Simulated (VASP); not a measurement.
Input of a VASP 6.6.1 run:

The input INCAR:

```
PREC = Accurate
ENCUT = 520
EDIFF = 1E-6
ISMEAR = -1
SIGMA = 0.05
LREAL = F
LASPH = T
NELM = 150
ALGO = Fast
ISIF = 2
LWAVE = F
LCHARG = T
ISPIN = 2
MAGMOM = 2 2 2 0
LORBIT = 11
LMAXMIX = 4
GGA = PS
LELF = T
LVHAR = T
NBANDS = 27
```

KPOINTS

```
Automatic mesh
0
Gamma
  8 8 8
```

The input POSCAR:

```
AlCo3
1.0
    3.5509543375      0.0000000000      0.0000000000
    0.0000000000      3.5509543375      0.0000000000
    0.0000000000      0.0000000000      3.5509543375
Co Al
3 1
Direct
    0.0000000000      0.5000000000      0.5000000000
    0.5000000000      0.0000000000      0.5000000000
    0.5000000000      0.5000000000      0.0000000000
    0.0000000000      0.0000000000      0.0000000000
```

Potentials or basis: VASP PAW PBE potentials, release 64 (Co, Al).

The run is started by

```bash
$ cat potpaw_PBE.64/Co/POTCAR potpaw_PBE.64/Al/POTCAR > POTCAR
$ mpirun -np 1 vasp_std > vasp.out
```

Task: Predict the site moments.

Result: Co +1.30; Al -0.04 μB.

Task: What does it give for the pressure?

Result: -4.0 GPa.

Task: Estimate the net moment.

Result: 3.81 μB per cell.

Caveat: the PAW data sets were made with another functional, which shifts forces and pressure a little.
